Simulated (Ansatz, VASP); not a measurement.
**Two plane-wave programs on TaN**

File POSCAR:

```
TaN
1.0
    0.0000000000      2.2334750000      2.1245250000
    2.2334750000      0.0000000000      2.1245250000
    2.2334750000      2.2334750000      0.0000000000
Ta N
1 1
Direct
    0.5000000000      0.5000000000      0.5000000000
    0.0000000000      0.0000000000      0.0000000000
```

The input INCAR.step1:

```
SYSTEM = TaN
  ALGO = Normal
  EDIFF = 1E-4
  ENCUT = 520
  GGA = PE
  ISMEAR = 0
  LASPH = .TRUE.
  LCHARG = .FALSE.
  LREAL = .FALSE.
  LWAVE = .TRUE.
  NBANDS = 15
  NELM = 80
  PREC = Accurate
  SIGMA = 0.15
```

INCAR.step2

```
SYSTEM = TaN
  ALGO = Normal
  EDIFF = 1E-6
  ENCUT = 520
  ISIF = 2
  ISMEAR = 0
  ISTART = 1
  LASPH = .TRUE.
  LCHARG = .FALSE.
  LMIXTAU = .TRUE.
  LREAL = .FALSE.
  LWAVE = .FALSE.
  METAGGA = R2SCAN
  NBANDS = 15
  NELM = 80
  PREC = Accurate
  SIGMA = 0.15
```

The input KPOINTS:

```
k-points
0
G
  18 18 18
  0 0 0
```

Input for Ansatz:

```yaml
crystal:
  lattice:
    - [0.0, 2.233475, 2.124525]
    - [2.233475, 0.0, 2.124525]
    - [2.233475, 2.233475, 0.0]
  atoms:
    - { symbol: Ta, position: [0.5, 0.5, 0.5] }
    - { symbol: "N", position: [0.0, 0.0, 0.0] }
basis:
  ecutwfc: 500
kpoints:
  mp_grid: { grid: [18, 18, 18] }
hamiltonian:
  xc: r2scan
scf:
  occupations: { method: gaussian, width: 0.15 }
output:
  forces: true
  stress: true
  eigenvalues: true
  write_density: true
  write_potential: true
  elf: true
  volumetric_format: npy
```

Change from the starting cell: strain +0.025 along x and y, -0.025 along z, atoms carried along.

Alike in both runs: task single point; functional r2SCAN; k mesh 18 × 18 × 18; occupations gaussian, width 0.15 eV; no spin polarisation.

|  | VASP | Ansatz |
| --- | --- | --- |
| version | VASP 6.6.1 | Ansatz 0.2.0 |
| potentials or method | VASP PAW PBE potentials, release 64 (Ta_pv, N), cutoff 520 eV | scalar-relativistic, plane waves, PAW |
| valence electrons in the cell | 16 | 18 |

Ansatz gave:

```
gap on the k mesh at the Fermi level (eV)                     : none
pressure (GPa)                                                : 2.9
traceless stress, the component that is largest in VASP (GPa) : 22.45
```

Q: What did VASP give for the same quantities?

A: gap on the k mesh at the Fermi level (eV): none; pressure (GPa): 4.9; traceless stress, the component that is largest in VASP (GPa): 22.50.

VASP's potentials were made for PBE, not for r2SCAN. A gap of «none» marks a metal or a gap that the smearing closes. VASP's potentials hold 16 valence electrons a cell and Ansatz's 18, so a difference there can come from the potentials and not from the codes.

Spin-orbit coupling is off throughout.
